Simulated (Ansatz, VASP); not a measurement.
Si3C2 in VASP and in Ansatz

```
CELL_PARAMETERS angstrom
-1.39330 1.39330 7.23699
1.39330 -1.39330 7.23699
1.39330 1.39330 -7.23699
ATOMIC_POSITIONS crystal
Si 0.50000 0.50000 0.00000
Si 0.67395 0.67395 0.00000
Si 0.32605 0.32605 0.00000
C 0.82062 0.82062 0.00000
C 0.17938 0.17938 0.00000
```

Alike in both runs: task single point; functional PBE; k mesh 8 × 8 × 8; occupations gaussian, width 0.1 eV; collinear spin.

|  | VASP | Ansatz |
| --- | --- | --- |
| version | VASP 6.6.1 | Ansatz 0.2.0 |
| potentials or method | VASP PAW PBE potentials, release 64 (Si, C), cutoff 520 eV | scalar-relativistic, plane waves, PAW |
| valence electrons in the cell | 20 | 20 |

|  | VASP | Ansatz | Ansatz less VASP |
| --- | --- | --- | --- |
| gap on the k mesh at the Fermi level (eV) | none | none | - |
| pressure (GPa) | 0.0 | 0.0 | -0.03 |
| traceless stress, the component that is largest in VASP (GPa) | -0.18 | -0.12 | +0.064 |
| rms of the force components (eV/Å) | 0.008 | 0.004 | -0.0034 |
| net moment per atom (μB) | 0.00 | 0.00 | 0.000 |

Atom by atom the forces differ by 0.004 eV/Å (rms over components). A gap of «none» marks a metal or a gap that the smearing closes. Ansatz's warnings: seeded moment not kept.

The k mesh is coarse, so the values compare programs but aren't converged.
